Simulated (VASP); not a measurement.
Runs of VASP 6.6.1 on GaSe4. The structure is that of space group Im-3m (No. 229), or close to it. The cells are those of the table. 

```csv
task,cell,k mesh,cutoff (eV),gap on the mesh (eV),pressure (GPa),relaxed volume (Å³/atom)
relaxation of cell and atoms,"relaxed from a = 5.390 Å, angles 109.5°, 5 atoms",8 × 8 × 8,600,none,0.0,24.03
single point,"a = 5.384 Å, angles 109.5°, 5 atoms",8 × 8 × 8,520,none,0.1,-
single point,"a = 5.597 Å, angles 109.5°, 5 atoms",4 × 4 × 4,520,none,-5.1,-
relaxation of cell and atoms,"relaxed from a = 5.597 Å, angles 109.5°, 5 atoms",4 × 4 × 4,600,none,0.1,(a)
single point,"a = 5.390 Å, angles 109.5°, 5 atoms",4 × 4 × 4,520,none,-0.3,-
```

Alike in all rows: level PBE; potentials or basis VASP PAW PBE potentials, release 64 (Ga_d, Se); no spin polarisation; smearing gaussian 0.1 eV.

Q: Fill in the values left out.

A: (a) 23.98.

A k mesh can miss the band edges, and the runs leave out spin-orbit coupling on Ga, Se.

A gap of «none» marks levels without a gap at the run's occupations.
